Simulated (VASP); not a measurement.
**LaTaNO2: single point with PBE+D3(BJ)**

The system is LaTaNO2.

```xyz
10
Lattice="-2.8063 4.0667 2.8762 2.8063 -4.0667 2.8762 2.8063 4.0667 -2.8762" Properties=species:S:1:pos:R:3 pbc="T T T"
La    0.0000    6.1001   -0.0062
La    2.8063   -2.0334    2.8824
Ta    0.0000    0.0000    2.8762
Ta    2.8063    0.0000    0.0000
N     2.8063    2.0334    0.3871
N     0.0000    2.0334    2.4891
O     1.4031   -0.2863    1.4381
O    -1.4031    4.3530    1.4381
O     1.4031    3.7805   -1.4381
O     1.4031    4.3530    1.4381
```

* Program: VASP 6.6.1
* Task: single point
* Functional: PBE
* Dispersion: D3(BJ)
* Potentials or basis: VASP PAW PBE potentials, release 64 (La, Ta_pv, N, O)
* Cutoff: 600 eV
* k mesh: 10 × 10 × 10
* Occupations: gaussian, width 0.1 eV
* Spin: no spin polarisation
* Dipole correction: no
* Further INCAR settings: ALGO = Normal; EDIFF = 1e-06; NBANDS = 50

```json
{"Pressure": "0.1 GPa", "Largest force": "0.027 eV/Å", "Band gap on the k mesh": "zero (bands 39 and 40 overlap by 1.55 eV)", "Dispersion energy per atom": "-0.306 eV"}
```

Forces on the atoms (eV/Å):
```
La   0.000  0.000 -0.002
La   0.000  0.000  0.002
Ta   0.000  0.000  0.000
Ta   0.000  0.000  0.000
N    0.000  0.000  0.027
N    0.000  0.000 -0.027
O    0.000 -0.022  0.000
O    0.000  0.022  0.000
O    0.000 -0.022  0.000
O    0.000  0.022  0.000
```

Levels at points of the mesh, in eV from the Fermi level:
| k point | band 36 | band 37 | band 38 | band 39 | band 40 | band 41 | band 42 | band 43 |
| --- | --- | --- | --- | --- | --- | --- | --- | --- |
| (0.00, 0.00, 0.00) | -2.78 | -2.74 | -2.56 | -1.12 | -1.09 | -1.01 | 0.06 | 0.79 |
| (0.50, 0.00, 0.00) | -3.40 | -3.32 | -3.14 | 0.40 | 0.40 | 0.40 | 0.58 | 0.66 |
| (0.00, 0.50, 0.00) | -3.47 | -3.12 | -2.56 | -0.82 | 0.85 | 0.88 | 1.06 | 1.13 |
| (0.50, 0.50, 0.00) | -3.93 | -3.28 | -3.28 | 0.37 | 0.37 | 0.67 | 0.67 | 0.77 |
| (0.50, 0.50, 0.50) | -3.27 | -3.20 | -2.85 | -1.07 | 0.73 | 0.95 | 1.03 | 1.11 |

Run time: 18 min on 1 thread of Intel(R) Xeon(R) 6975P-C (Granite Rapids), with other jobs on the host, peak memory 1.3 GiB.

Caveat: spin-orbit coupling is left out, which moves the levels of the heavy elements.
